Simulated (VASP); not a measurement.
Here is a VASP 6.6.1 calculation.

The input INCAR:

```
SYSTEM = EuSb
ALGO     = All            ! electronic algorithm
EDIFF    = 1E-6           ! SCF threshold, eV
ENCUT    = 690            ! plane-wave cutoff, eV
GGA      = PE             ! functional
GGA_COMPAT= .False.      
ISEARCH  = 1            
ISIF     = 2              ! what is computed and relaxed
ISMEAR   = 0              ! smearing method
KPAR     = 4            
LASPH    = .True.         ! aspherical terms in the spheres
LCHARG   = .False.        ! write CHGCAR
LMAXMIX  = 6              ! l up to which the mixer works
LREAL    = .False.        ! projectors in reciprocal space
LWAVE    = .False.        ! write WAVECAR
NBANDS   = 18             ! bands
NELM     = 300            ! most SCF steps
PREC     = Accurate       ! precision mode
SIGMA    = 0.05           ! smearing width, eV
```

Contents of KPOINTS:

```
k-points
0
Gamma
  10 10 8
  0 0 0
```

POSCAR

```
EuSb
1.0
    4.2160831551      0.0000000000      0.0000000000
   -2.1080415775      3.6512351168      0.0000000000
    0.0000000000      0.0000000000      4.4062680008
Eu Sb
1 1
Direct
    0.0000000000      0.0000000000      0.0000000000
    0.6666666667      0.3333333333      0.5000000000
```

Potentials or basis: VASP PAW PBE potentials, release 64 (Eu, Sb).

Run with:

```console
$ cat potpaw_PBE.64/Eu/POTCAR potpaw_PBE.64/Sb/POTCAR > POTCAR
$ mpirun -np 4 vasp_std > vasp.out
```

Question: What does it give for the pressure?

Answer: -2.9 GPa.

Question: Predict the band gap on the k mesh.

Answer: Zero (bands 11 and 12 overlap by 0.04 eV).

Stress tensor (GPa, compression positive):
```
-1.54  0.00  0.00
 0.00 -1.54  0.00
 0.00  0.00 -5.75
```

Caveat: spin-orbit coupling is left out, which moves the levels of the heavy elements; semilocal functionals describe open f shells poorly, which spoils levels, moments and volumes. Spin polarisation is off, so any magnetic state and its effect on volume and gap are missing.
